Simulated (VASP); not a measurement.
Set up this calculation in VASP 6.6.1, as the native input.

```yaml
Task: single point
Functional: LDA
Potentials_or_basis: VASP PAW LDA potentials, release 64 (Y_sv, Se)
Cutoff: 520 eV
k_mesh: 12 × 12 × 12
Occupations: fermi-dirac, width 0.1 eV
Spin: no spin polarisation
Dipole_correction: no
Further_INCAR_settings: ALGO = Normal; EDIFF = 1e-06; NBANDS = 16
```

The structure of YSe lies in POSCAR:

```
YSe
1.0
    0.0000000000      2.8213664405      2.8213664405
    2.8213664405      0.0000000000      2.8213664405
    2.8213664405      2.8213664405      0.0000000000
Y Se
1 1
Direct
    0.5000000000      0.5000000000      0.5000000000
    0.0000000000      0.0000000000      0.0000000000
```

One way to write it, as run:

INCAR

```
SYSTEM = YSe
PREC     = Accurate       ! precision mode
ENCUT    = 520            ! plane-wave cutoff, eV
EDIFF    = 1E-6           ! SCF threshold, eV
ISMEAR   = -1             ! smearing method
SIGMA    = 0.1            ! smearing width, eV
LREAL    = .FALSE.        ! projectors in reciprocal space
LASPH    = .TRUE.         ! aspherical terms in the spheres
NELM     = 60             ! most SCF steps
ALGO     = Normal         ! electronic algorithm
ISIF     = 2              ! what is computed and relaxed
LWAVE    = .FALSE.        ! write WAVECAR
LCHARG   = .TRUE.         ! write CHGCAR
LELF     = .TRUE.         ! ELF
LVHAR    = .TRUE.       
NBANDS   = 16             ! bands
```

KPOINTS

```
Automatic mesh
0
G
  12 12 12
  0 0 0
```

Potentials or basis: VASP PAW LDA potentials, release 64 (Y_sv, Se).

Launch:

```console
$ cat potpaw_LDA.64/Y_sv/POTCAR potpaw_LDA.64/Se/POTCAR > POTCAR
$ mpirun -np 1 vasp_std > vasp.out
```

It gave:

```
Pressure               : 0.2 GPa
Band gap on the k mesh : zero (an odd number of electrons rules out a gap without spin polarisation)
```

It took 53 s on 1 thread of Intel(R) Xeon(R) Platinum 8375C CPU @ 2.90GHz (Ice Lake), on a shared host, peak memory 0.2 GiB.
